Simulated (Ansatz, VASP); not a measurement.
## Ca3WN4: VASP beside Ansatz

```
CELL_PARAMETERS angstrom
5.02145 0.00000 0.00000
0.00000 5.02145 0.00000
0.00000 0.00000 5.02145
ATOMIC_POSITIONS crystal
Ca 0.50000 0.00000 0.00000
Ca 0.00000 0.50000 0.00000
Ca 0.00000 0.00000 0.50000
W 0.50000 0.50000 0.50000
N 0.00000 0.50000 0.50000
N 0.50000 0.00000 0.50000
N 0.50000 0.50000 0.00000
N 0.00000 0.00000 0.00000
```

Alike in both runs: task relaxation of cell and atoms; functional PBE; k mesh 4 × 4 × 4; occupations gaussian, width 0.1 eV; no spin polarisation.

```csv
,VASP,Ansatz
version,VASP 6.6.1,Ansatz 0.2.0
potentials or method,"VASP PAW PBE potentials, release 64 (Ca_sv, W_sv, N), cutoff 600 eV","scalar-relativistic, plane waves, PAW"
valence electrons in the cell,64,64
```

Ansatz gave:

| Property | Result |
| --- | --- |
| gap on the k mesh at the Fermi level, each at its own relaxed structure (eV) | none |
| relaxed volume (Å³/atom) | 12.66 |
| relaxed length of the cell vector where the two differ most in proportion (Å) | 4.661 |

Question: Estimate VASP's values.

Answer: gap on the k mesh at the Fermi level, each at its own relaxed structure (eV): none; relaxed volume (Å³/atom): 12.70; relaxed length of the cell vector where the two differ most in proportion (Å): 4.666.

A gap of «none» marks a metal or a gap that the smearing closes.

Spin-orbit coupling is off throughout. Noted on VASP's run: the volume moved by over 15 % at a fixed basis, so the end points are rough.
